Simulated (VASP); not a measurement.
SiC: single point with PBE

SiC:

```
CELL_PARAMETERS angstrom
5.96850 0.00000 0.00000
-2.98425 5.16888 0.00000
0.00000 0.00000 3.73928
ATOMIC_POSITIONS crystal
Si 0.50000 0.00000 0.50000
Si 0.00000 0.50000 0.50000
Si 0.50000 0.50000 0.50000
C 0.00000 0.00000 0.50000
C 0.00000 0.00000 0.83518
C 0.00000 0.00000 0.16482
```

```json
{
 "Program": "VASP 6.6.1",
 "Task": "single point",
 "Functional": "PBE",
 "Potentials or basis": "VASP PAW PBE potentials, release 64 (Si, C)",
 "Cutoff": "520 eV",
 "k mesh": "6 × 6 × 2",
 "Occupations": "gaussian, width 0.1 eV",
 "Spin": "no spin polarisation",
 "Dipole correction": "no",
 "Further INCAR settings": "ALGO = Normal; EDIFF = 1e-06; NBANDS = 21"
}
```

The pressure is 0.0 GPa and the band gap on the k mesh is zero (band 12 reaches 4.75 eV, above the bottom of band 13 at 2.13 eV).

Stress tensor (GPa, compression positive):
```
 0.03  0.00  0.00
 0.00  0.03  0.00
 0.00  0.00 -0.21
```

Levels at points of the mesh, in eV from the Fermi level:
```csv
k point,band 9,band 10,band 11,band 12,band 13,band 14
"(0.00, 0.00, 0.00)",-3.77,-0.70,-0.70,0.89,2.21,2.21
"(0.50, 0.00, 0.00)",-2.41,0.16,0.81,0.82,1.00,1.01
"(0.00, 0.00, 0.50)",-4.81,-4.81,-3.13,-2.95,0.05,0.05
"(0.50, 0.00, 0.50)",-4.40,-3.69,-1.76,-1.57,-1.50,0.32
```

It took 27 s on 1 thread of Intel(R) Xeon(R) Platinum 8488C (Sapphire Rapids), on a shared host, peak memory 0.23 GiB.

Caveat: the k points lie up to 0.84 Å⁻¹ apart.
